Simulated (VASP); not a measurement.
Set up this calculation in VASP 6.6.1, as the native input.

* Task: single point
* Functional: PBEsol
* Potentials or basis: VASP PAW PBE potentials, release 64 (Ni)
* Cutoff: 520 eV
* k mesh: 30 × 30 × 30
* Occupations: gaussian, width 0.15 eV
* Spin: collinear spin, ferromagnetic start
* Starting moments: [0.73] μB
* Dipole correction: no
* Further INCAR settings: ALGO = Fast; EDIFF = 1e-06; NBANDS = 15

The structure of Ni lies in POSCAR:

```
Ni
1.0
    0.0000000000      1.7315750128      1.7315750128
    1.7315750128      0.0000000000      1.7315750128
    1.7315750128      1.7315750128      0.0000000000
Ni
1
Direct
    0.0000000000      0.0000000000      0.0000000000
```

One way to write it, as run:

INCAR

```
PREC     = Accurate       # precision mode
ENCUT    = 520            # plane-wave cutoff, eV
EDIFF    = 1E-6           # SCF threshold, eV
ISMEAR   = 0              # smearing method
SIGMA    = 0.15           # smearing width, eV
LREAL    = False          # projectors in reciprocal space
LASPH    = True           # aspherical terms in the spheres
NELM     = 150            # most SCF steps
ALGO     = Fast           # electronic algorithm
ISIF     = 2              # what is computed and relaxed
LWAVE    = False          # write WAVECAR
LCHARG   = True           # write CHGCAR
ISPIN    = 2              # spin polarisation
MAGMOM   = 0.73           # initial moments
LORBIT   = 11             # projections on sites
LMAXMIX  = 4              # l up to which the mixer works
GGA      = PS             # functional
LELF     = True           # ELF
LVHAR    = True         
NBANDS   = 15             # bands
```

KPOINTS

```
regular mesh
0
Gamma
  30 30 30
```

Potentials or basis: VASP PAW PBE potentials, release 64 (Ni).

Run with:

```console
$ cat potpaw_PBE.64/Ni/POTCAR > POTCAR
$ mpirun -np 1 vasp_std > vasp.out
```

It gave:

The pressure is -0.2 GPa. The net moment is 0.61 μB per cell. The site moments are Ni +0.61 μB and the valence electrons inside the program's atomic spheres are Ni 9.40.

Caveat: the PAW data sets were made with another functional, which shifts forces and pressure a little.

It took 3 min on 1 thread of Intel(R) Xeon(R) Platinum 8375C CPU @ 2.90GHz (Ice Lake), with other jobs on the host, peak memory 0.28 GiB.
